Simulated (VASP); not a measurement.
# Ni3O (Pm-3m) in VASP: single point with PBE

Aim: the single point of Ni3O with PBE.

All numbers are computed with VASP 6.6.1; they aren't measurements. Logs are shortened: lines on timing, memory, paths and dates and some standing lists are left out, and cuts for length are marked.

## Step 1: The cell of the first run

The structure is cubic, space group Pm-3m (No. 221). Conventional cell: a = 3.738 Å, b = 3.738 Å, c = 3.738 Å, α = 90.00°, β = 90.00°, γ = 90.00°. Within 2.5 Å of Ni (site symmetry 4/mmm) lie 2 O at 1.87 Å. Within 2.5 Å of O (site symmetry m-3m) lie 6 Ni at 1.87 Å.

## Step 2: Single point, PBE

INCAR reads:

```
ALGO = Normal
EDIFF = 1E-6
ENCUT = 520
GGA = PE
ISIF = 2
ISMEAR = 0
LASPH = T
LCHARG = F
LREAL = F
LWAVE = F
NBANDS = 26
NELM = 80
PREC = Accurate
SIGMA = 0.1
```

KPOINTS reads:

```
k-points
0
Gamma
  12 12 12
```

POSCAR reads:

```
Ni3O
1.0
    3.7381292846      0.0000000000      0.0000000000
    0.0000000000      3.7381292846      0.0000000000
    0.0000000000      0.0000000000      3.7381292846
Ni O
3 1
Direct
    0.5000000000      0.0000000000      0.0000000000
    0.0000000000      0.5000000000      0.0000000000
    0.0000000000      0.0000000000      0.5000000000
    0.0000000000      0.0000000000      0.0000000000
```

Potentials or basis: VASP PAW PBE potentials, release 64 (Ni, O).

Started as:

```console
$ cat potpaw_PBE.64/Ni/POTCAR potpaw_PBE.64/O/POTCAR > POTCAR
$ mpirun -np 1 vasp_std > vasp.out
```

OUTCAR:

```text
EDIFF = 1E-6
   ENCUT = 520
   GGA = PE
   ISIF = 2
   ISMEAR = 0
   LASPH = T
   LREAL = F
   NELM = 80
   PREC = Accurate

 ion  position               nearest neighbor table
   1  0.500  0.000  0.000-   4 1.87   4 1.87   2 2.64   3 2.64   2 2.64   2 2.64   3 2.64   3 2.64
                             3 2.64   2 2.64
   2  0.000  0.500  0.000-   4 1.87   4 1.87   1 2.64   3 2.64   1 2.64   3 2.64   3 2.64   3 2.64
                             1 2.64   1 2.64
   3  0.000  0.000  0.500-   4 1.87   4 1.87   1 2.64   1 2.64   2 2.64   2 2.64   2 2.64   2 2.64
                             1 2.64   1 2.64
   4  0.000  0.000  0.000-   1 1.87   2 1.87   3 1.87   3 1.87   2 1.87   1 1.87

  LATTYP: Found a simple cubic cell.
 ALAT       =     3.7381292846

  Lattice vectors:

 A1 = (   3.7381292846,   0.0000000000,   0.0000000000)
 A2 = (   0.0000000000,   3.7381292846,   0.0000000000)
 A3 = (   0.0000000000,   0.0000000000,   3.7381292846)

Analysis of symmetry for initial positions (statically):
=====================================================================
 Subroutine PRICEL returns:
 Original cell was already a primitive cell.

 Routine SETGRP: Setting up the symmetry group for a
 simple cubic supercell.

 Subroutine GETGRP returns: Found 48 space group operations
 (whereof 48 operations were pure point group operations)
 out of a pool of 48 trial point group operations.

The static configuration has the point symmetry O_h .

Analysis of symmetry for dynamics (positions and initial velocities):
=====================================================================
 Subroutine PRICEL returns:
 Original cell was already a primitive cell.

 Routine SETGRP: Setting up the symmetry group for a
 simple cubic supercell.

 Subroutine GETGRP returns: Found 48 space group operations
 (whereof 48 operations were pure point group operations)
 out of a pool of 48 trial point group operations.

The dynamic configuration has the point symmetry O_h .

 Subroutine INISYM returns: Found 48 space group operations
 (whereof 48 operations are pure point group operations),
 and found     1 'primitive' translations

----------------------------------------------------------------------------------------

                                     Primitive cell

  volume of cell :      52.2352

  direct lattice vectors                    reciprocal lattice vectors
     3.738129285  0.000000000  0.000000000     0.267513487  0.000000000  0.000000000
     0.000000000  3.738129285  0.000000000     0.000000000  0.267513487  0.000000000
     0.000000000  0.000000000  3.738129285     0.000000000  0.000000000  0.267513487

  length of vectors
     3.738129285  3.738129285  3.738129285     0.267513487  0.267513487  0.267513487

  position of ions in fractional coordinates (direct lattice)
     0.500000000  0.000000000  0.000000000
     0.000000000  0.500000000  0.000000000
     0.000000000  0.000000000  0.500000000
     0.000000000  0.000000000  0.000000000

  ion indices of the primitive-cell ions
   primitive index   ion index
                 1           1
                 2           2
                 3           3
                 4           4

----------------------------------------------------------------------------------------

 KPOINTS: k-points

Automatic generation of k-mesh.
 Grid dimensions read from file:
 generate k-points for:   12   12   12

 Generating k-lattice:

  Cartesian coordinates                     Fractional coordinates (reciprocal lattice)
     0.022292791  0.000000000  0.000000000     0.083333333  0.000000000  0.000000000
     0.000000000  0.022292791  0.000000000     0.000000000  0.083333333  0.000000000
     0.000000000  0.000000000  0.022292791     0.000000000  0.000000000  0.083333333

  Length of vectors
     0.022292791  0.022292791  0.022292791

  Shift w.r.t. Gamma in fractional coordinates (k-lattice)
     0.000000000  0.000000000  0.000000000

 Subroutine IBZKPT returns following result:
 ===========================================

 Found     84 irreducible k-points:

 Following reciprocal coordinates:
            Coordinates               Weight
  0.000000  0.000000  0.000000      1.000000
  0.083333  0.000000  0.000000      6.000000
  0.166667  0.000000  0.000000      6.000000
  0.250000  0.000000  0.000000      6.000000
  0.333333  0.000000  0.000000      6.000000
  0.416667  0.000000  0.000000      6.000000
[... 16 lines left out ...]
  0.333333  0.333333  0.000000     12.000000
  0.416667  0.333333  0.000000     24.000000
 [... further k-points ...]
   k-points           NKPTS =     84   k-points in BZ     NKDIM =     84   number of bands    NBANDS=     26
   number of dos      NEDOS =    301   number of ions     NIONS =      4
   total plane-waves  NPLWV =  21952
   dimension x,y,z NGX =    28 NGY =   28 NGZ =   28
   dimension x,y,z NGXF=    56 NGYF=   56 NGZF=   56
   ions per type =               3   1
   NGX,Y,Z   is equivalent  to a cutoff of  12.45, 12.45, 12.45 a.u.
   NGXF,Y,Z  is equivalent  to a cutoff of  24.90, 24.90, 24.90 a.u.
 SYSTEM =  unknown system
   PREC   = accura    normal or accurate (medium, high low for compatibility)
   ISTART =      0    job   : 0-new  1-cont  2-samecut
   ICHARG =      2    charge: 1-file 2-atom 10-const
   ISPIN  =      1    spin polarized calculation?
   LNONCOLLINEAR =      F non collinear calculations
   LSORBIT =      F    spin-orbit coupling
   LASPH  =      T    aspherical Exc in radial PAW
   ENCUT  =  520.0 eV  38.22 Ry    6.18 a.u.   6.95  6.95  6.95*2*pi/ulx,y,z
   NELM   =     80;   NELMIN=  2; NELMDL= -5     # of ELM steps
   EDIFF  = 0.1E-05   stopping-criterion for ELM
   LREAL  =      F    real-space projection
   EDIFFG = 0.1E-04   stopping-criterion for IOM
   NSW    =      0    number of steps for IOM
   IBRION =     -1    ionic relax: 0-MD 1-quasi-New 2-CG
   NFREE  =      0    steps in history (QN), initial steepest desc. (CG)
   ISIF   =      2    stress and relaxation
   ISYM   =      2    0-nonsym 1-usesym 2-fastsym
   POTIM  = 0.5000    time-step for ionic-motion
   TEBEG  =    0.0;   TEEND  =   0.0 temperature during run
   PSTRESS=    0.0 pullay stress
   NELECT =      36.0000    total number of electrons
   NUPDOWN=      -1.0000    fix difference up-down
   EMIN   =  10.00;   EMAX   =-10.00  energy-range for DOS
   EFERMI =   0.00;   METHOD = LEGACY
   ISMEAR =     0;   SIGMA  =   0.10  broadening in eV -4-tet -1-fermi 0-gaus
   EFERMI_NEDOS =   21; number of points for ismear=-14 and -15
   IALGO  =     38    algorithm
   IMIX   =      4    mixing-type and parameters
     AMIX     =   0.40;   BMIX     =  1.00
     AMIX_MAG =   1.60;   BMIX_MAG =  1.00
  volume/ion in A,a.u.               =      13.06        88.13
  Fermi-wavevector in a.u.,A,eV,Ry     =   1.446066  2.732668 28.451223  2.091106
  Thomas-Fermi vector in A             =   2.564176
   LORBIT       =      0    0 simple, 1 ext, 2 COOP (PROOUT), +10 PAW based schemes
   GGA     = PE    functional components
   LHFCALC =     F    Hartree Fock is set to
   AEXX    =    0.0000 exact exchange contribution
   IVDW    =     0    specifies the selected vdW correction
   LEPSILON=     F    determine dielectric tensor
   LRPA    =     F    only Hartree local field effects (RPA)
 non-spin polarized calculation
 Gauss-broadening in eV      SIGMA  =   0.10
  energy-cutoff  :      520.00
  volume of cell :       52.24
 maximum number of plane-waves:      1434
 NGX is ok and might be reduce to    28
   NGX = 13   NGY = 13   NGZ = 13

 number of electron      35.9999920 magnetization

 Free energy of the ion-electron system (eV)
  ---------------------------------------------------
  ext. energy  EPLUGINS =         0.00000000
  ---------------------------------------------------
  free energy    TOTEN  =       -20.73516725 eV

  energy without entropy =      -20.70788146  energy(sigma->0) =      -20.72152435

 E-fermi :   5.8094     XC(G=0): -11.1766

 val. band max:        5.8080378597   @ k =   0.1667   0.0833   0.0833
 cond. band min:       5.8146787132   @ k =   0.1667   0.0833   0.0000
 fundamental gap:      0.0066408535
 Fermi energy:         5.8093705362

 k-point     1 :       0.0000    0.0000    0.0000
  band No.  band energies     occupation
      1     -16.8109      2.00000
      2      -1.5943      2.00000
      3      -1.5943      2.00000
      4      -1.5943      2.00000
      5       0.8651      2.00000
      6       2.8593      2.00000
[... 18 lines left out ...]
     25      12.9692      0.00000
     26      18.8133      0.00000

 k-point     2 :       0.0833    0.0000    0.0000
  band No.  band energies     occupation
      1     -16.7942      2.00000
      2      -1.7539      2.00000
      3      -1.6153      2.00000
      4      -1.6153      2.00000
      5       0.9516      2.00000
      6       2.8679      2.00000
[... 18 lines left out ...]
     25      13.8629      0.00000
     26      19.0223      0.00000

 k-point     3 :       0.1667    0.0000    0.0000
  band No.  band energies     occupation
      1     -16.7481      2.00000
      2      -2.1487      2.00000
      3      -1.6712      2.00000
      4      -1.6712      2.00000
      5       1.1837      2.00000
      6       2.8919      2.00000
[... 18 lines left out ...]
     25      14.9580      0.00000
     26      18.2453      0.00000

 k-point     4 :       0.2500    0.0000    0.0000
  band No.  band energies     occupation
      1     -16.6840      2.00000
      2      -2.6215      2.00000
      3      -1.7442      2.00000
      4      -1.7442      2.00000
      5       1.5227      2.00000
      6       2.9257      2.00000
[... 18 lines left out ...]
     25      15.9757      0.00000
     26      17.1769      0.00000

 k-point     5 :       0.3333    0.0000    0.0000
  band No.  band energies     occupation
      1     -16.6184      2.00000
      2      -3.0436      2.00000
      3      -1.8137      2.00000
      4      -1.8137      2.00000
      5       1.9414      2.00000
      6       2.9608      2.00000
[... 18 lines left out ...]
     25      16.1753      0.00000
     26      16.6007      0.00000

 k-point     6 :       0.4167    0.0000    0.0000
  band No.  band energies     occupation
      1     -16.5692      2.00000
      2      -3.3296      2.00000
      3      -1.8626      2.00000
      4      -1.8626      2.00000
      5       2.4033      2.00000
      6       2.9873      2.00000
[... 427 lines left out ...]
 k-point    21 :       0.4167    0.2500    0.0000
  band No.  band energies     occupation
      1     -16.4407      2.00000
      2      -3.3920      2.00000
      3      -2.7787      2.00000
      4      -2.0013      2.00000
      5       2.8534      2.00000
      6       3.3847      2.00000
[... 18 lines left out ...]
     25      15.7548      0.00000
     26      16.4421      0.00000

 k-point    22 :       0.5000    0.2500    0.0000
  band No.  band energies     occupation
      1     -16.4223      2.00000
      2      -3.4901      2.00000
      3      -2.7897      2.00000
      4      -2.0181      2.00000
      5       3.2222      2.00000
      6       3.2290      2.00000
[... 18 lines left out ...]
     25      15.3518      0.00000
     26      17.1769      0.00000

 k-point    23 :       0.3333    0.3333    0.0000
  band No.  band energies     occupation
      1     -16.4238      2.00000
      2      -3.1537      2.00000
      3      -3.1438      2.00000
      4      -2.0198      2.00000
      5       2.7829      2.00000
      6       3.5452      2.00000
[... 18 lines left out ...]
     25      16.0645      0.00000
     26      16.3566      0.00000

 k-point    24 :       0.4167    0.3333    0.0000
  band No.  band energies     occupation
      1     -16.3743      2.00000
      2      -3.4227      2.00000
      3      -3.1738      2.00000
      4      -2.0661      2.00000
      5       3.1262      2.00000
      6       3.6129      2.00000
[... 18 lines left out ...]
     25      15.6926      0.00000
     26      16.9918      0.00000

 [... further k-points ...]
[... 5 lines left out ...]
  --------------------------------------------------------------------------------------
  -------------------------------------------------------------------------------------
  Total        0.2086311      0.2086311      0.2086311      0.0000000      0.0000000     -0.0000000
  in kB        6.3992149      6.3992149      6.3992149      0.0000000      0.0000000     -0.0000000
  external PRESSURE =       6.3992149 kB  Pullay stress =       0.0000000 kB

 VOLUME and BASIS-vectors are now :
 -----------------------------------------------------------------------------
  energy-cutoff  :      520.00
  volume of cell :       52.24
      direct lattice vectors                 reciprocal lattice vectors
     3.738129285  0.000000000  0.000000000     0.267513487  0.000000000  0.000000000
     0.000000000  3.738129285  0.000000000     0.000000000  0.267513487  0.000000000
     0.000000000  0.000000000  3.738129285     0.000000000  0.000000000  0.267513487

 POSITION                                       TOTAL-FORCE (eV/Angst)
 -----------------------------------------------------------------------------------
      1.86906      0.00000      0.00000         0.000000      0.000000      0.000000
      0.00000      1.86906      0.00000         0.000000      0.000000      0.000000
      0.00000      0.00000      1.86906         0.000000      0.000000      0.000000
      0.00000      0.00000      0.00000         0.000000      0.000000      0.000000
 -----------------------------------------------------------------------------------
    total drift:                                0.000000      0.000000     -0.000000

  FREE ENERGIE OF THE ION-ELECTRON SYSTEM (eV)
  ---------------------------------------------------
  free  energy   TOTEN  =       -20.7351672489 eV

  energy  without entropy=      -20.7078814559  energy(sigma->0) =      -20.72152435
```

It took 40 s on 1 thread of Intel Xeon 6975P-C (Granite Rapids), shared host; peak memory 0.22 GiB.

What came out:

- Free energy: -20.7352 eV
- Pressure: 0.6 GPa
- Band gap on the k mesh: zero (band 18 reaches 6.74 eV, above the bottom of band 19 at 5.53 eV)

Caveat: the run has no spin polarisation, though such a crystal can be magnetic.
